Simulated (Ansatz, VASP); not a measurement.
# Two plane-wave programs on CsSnI3

```xyz
5
Lattice="6.2059 0.0000 0.0000 0.0000 6.2059 0.0000 0.0000 0.0000 6.2059" Properties=species:S:1:pos:R:3 pbc="T T T"
Cs    0.0000    0.0000    0.0000
Sn    3.1029    3.1029    3.1029
I     0.0000    3.1029    3.1029
I     3.1029    0.0000    3.1029
I     3.1029    3.1029    0.0000
```

Alike in both runs: functional PBE; k mesh 6 × 6 × 6; no spin polarisation.

Ansatz relaxed the structure, and its values are those at the end. VASP's run is a single point on that final structure, the one shown.

|  | VASP | Ansatz |
| --- | --- | --- |
| version | VASP 6.6.1 | Ansatz 0.2.0 |
| potentials or method | VASP PAW PBE potentials, release 64 (Cs_sv, Sn_d, I) | scalar-relativistic, plane waves, PAW |
| plane-wave cutoff (eV) | 520 | 420 |
| occupations | gaussian, width 0.01 eV | fixed |
| valence electrons in the cell | 44 | 74 |

|  | VASP | Ansatz | Ansatz less VASP |
| --- | --- | --- | --- |
| gap on the k mesh at the Fermi level (eV) | 0.31 | 0.31 | +0.006 |
| least direct gap on the mesh (eV) | 0.31 | 0.31 | +0.006 |
| pressure (GPa) | 0.6 | 0.6 | 0.00 |

VASP's potentials hold 44 valence electrons a cell and Ansatz's 74, so a difference there can come from the potentials and not from the codes. Ansatz's warnings: stress scf threshold loose.

Neither program's run includes spin-orbit coupling.
